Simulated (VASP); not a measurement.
The system is BiS.

```
Bi S
1.0
     4.00294    0.00000    0.00000
     0.00000    4.00294    0.00000
     0.00000    0.00000    4.00294
Bi S
1 1
Direct
  0.50000 0.50000 0.50000
  0.00000 0.00000 0.00000
```

| Item | Value |
| --- | --- |
| Program | VASP 6.6.1 |
| Task | relaxation of cell and atoms |
| Functional | revPBE |
| Potentials or basis | VASP PAW PBE potentials, release 64 (Bi_d, S) |
| Cutoff | 500 eV |
| k mesh | 7 × 7 × 7 |
| Occupations | fermi-dirac, width 0.05 eV |
| Spin | no spin polarisation |

At the start: pressure -10.1 GPa; volume 32.07 Å³/atom.

Q: Where does the relaxation end?

A: Over 3 steps the energy falls by 354.0 meV/atom and the volume is 23.68 Å³/atom (-26.2 %); space group Pm-3m (No. 221, to 0.05 Å).

Step by step:
```
step  energy change (eV)  largest force (eV/Å)  pressure (GPa)  volume (Å³)
   1              0.0000                0.0000          -10.07        64.14
   2             -0.7079                0.0000            0.25        47.19
   3             -0.7080                0.0000            0.02        47.36
```

Final structure:
```yaml
crystal:
  lattice:
    - [3.61794, 0.00000, 0.00000]
    - [0.00000, 3.61794, 0.00000]
    - [0.00000, 0.00000, 3.61794]
  atoms:
    - { symbol: Bi, position: [0.50000, 0.50000, 0.50000] }
    - { symbol: S, position: [0.00000, 0.00000, 0.00000] }
```

Caveat: the volume moved by over 15 % at a fixed basis, so the end points are rough; the PAW data sets were made with another functional, which shifts forces and pressure a little.
